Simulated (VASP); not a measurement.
Runs of VASP 6.6.1 on Si2Se. The structure is that of space group Pn-3m (No. 224), or close to it. The cells are those of the table. 

```csv
task,cell,k mesh,cutoff (eV),gap on the mesh (eV),pressure (GPa),relaxed volume (Å³/atom)
single point,"a = 4.874 Å, 6 atoms",4 × 4 × 4,520,none,31.6,-
single point,"a = 5.656 Å, 6 atoms",8 × 8 × 8,520,none,0.1,-
relaxation of cell and atoms,"relaxed from a = 5.652 Å, 6 atoms",8 × 8 × 8,600,none,0.0,30.21
relaxation of cell and atoms,"relaxed from a = 4.874 Å, 6 atoms",4 × 4 × 4,600,none,0.0,(a)
single point,"a = 5.652 Å, 6 atoms",4 × 4 × 4,520,none,0.1,-
```

Alike in all rows: level PBE; potentials or basis VASP PAW PBE potentials, release 64 (Si, Se); no spin polarisation; smearing gaussian 0.1 eV.

Task: Estimate the missing entries.

Result: (a) 30.25.

Caveats: the volume moved by over 15 % at a fixed basis, so the end points are rough (some runs).

A k mesh can miss the band edges, and the runs leave out spin-orbit coupling on Se.

A gap of «none» marks levels without a gap at the run's occupations.
